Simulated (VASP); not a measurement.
Here is a VASP 6.6.1 calculation.

INCAR

```
SYSTEM = TiN
PREC     = Accurate       ! precision mode
ENCUT    = 520            ! plane-wave cutoff, eV
EDIFF    = 1E-8           ! SCF threshold, eV
ISMEAR   = -1             ! smearing method
SIGMA    = 0.1            ! smearing width, eV
LREAL    = .False.        ! projectors in reciprocal space
LASPH    = .True.         ! aspherical terms in the spheres
NELM     = 100            ! most SCF steps
ALGO     = Normal         ! electronic algorithm
ISIF     = 2              ! what is computed and relaxed
LWAVE    = .False.        ! write WAVECAR
LCHARG   = .False.        ! write CHGCAR
IBRION   = 8              ! ionic algorithm
NSW      = 1              ! ionic steps
```

The input KPOINTS:

```
regular mesh
0
Gamma
  14 14 14
  0 0 0
```

The input POSCAR:

```
TiN
1.0
    0.0000000000      2.0999079458      2.0999079458
    2.0999079458      0.0000000000      2.0999079458
    2.0999079458      2.0999079458      0.0000000000
Ti N
1 1
Direct
    0.0000000000      0.0000000000      0.0000000000
    0.5000000000      0.5000000000      0.5000000000
```

Potentials or basis: VASP PAW LDA potentials, release 64 (Ti_sv, N).

The run is started by

```console
$ cat potpaw_LDA.64/Ti_sv/POTCAR potpaw_LDA.64/N/POTCAR > POTCAR
$ mpirun -np 1 vasp_std > vasp.out
```

**Question.** Predict the highest phonon frequency at Γ.

**Answer.** 532 cm⁻¹.

Phonon frequencies in cm⁻¹ (negative: imaginary):
| q point | frequencies |
| --- | --- |
| (0.000, 0.000, 0.000) | 0 0 0 532 532 532 |

Caveat: the cell stands under pressure or tension, which shifts response properties.
